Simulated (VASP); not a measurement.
A run of VASP 6.6.1 is set up as follows.

The input INCAR:

```
SYSTEM = Al
ALGO = Normal
EDIFF = 1E-7
EDIFFG = -0.01
ENCUT = 500
GGA = PS
GGA_COMPAT = .FALSE.
IBRION = 2
ISIF = 3
ISMEAR = -1
LASPH = .TRUE.
LCHARG = .FALSE.
LREAL = .FALSE.
LWAVE = .FALSE.
NELM = 120
NELMIN = 4
NSW = 80
PREC = Accurate
PSTRESS = 100.0
SIGMA = 0.1
```

KPOINTS

```
k-points
0
G
  9 9 9
  0 0 0
```

Contents of POSCAR:

```
Al
1.0
    0.0000000000      2.0250000000      2.0250000000
    2.0250000000      0.0000000000      2.0250000000
    2.0250000000      2.0250000000      0.0000000000
Al
1
Direct
    0.0000000000      0.0000000000      0.0000000000
```

Potentials or basis: VASP PAW PBE potentials, release 64 (Al).

Launch:

```console
$ cat potpaw_PBE.64/Al/POTCAR > POTCAR
$ mpirun -np 1 vasp_std > vasp.out
```

**Question.** Predict the relaxed volume.

**Answer.** 14.71 Å³/atom.

**Question.** Predict the band gap on the k mesh.

**Answer.** Zero (an odd number of electrons rules out a gap without spin polarisation).

**Question.** Estimate the relaxed cell.

**Answer.** a = 2.750 Å, b = 2.750 Å, c = 2.750 Å, α = 60.00°, β = 60.00°, γ = 60.00°.

Final structure:
```yaml
crystal:
  lattice:
    - [0.00000, 1.94487, 1.94487]
    - [1.94487, 0.00000, 1.94487]
    - [1.94487, 1.94487, 0.00000]
  atoms:
    - { symbol: Al, position: [0.00000, 0.00000, 0.00000] }
```

Caveat: the cell is relaxed towards a set pressure, so the run minimises the enthalpy, not the energy; the PAW data sets were made with another functional, which shifts forces and pressure a little.
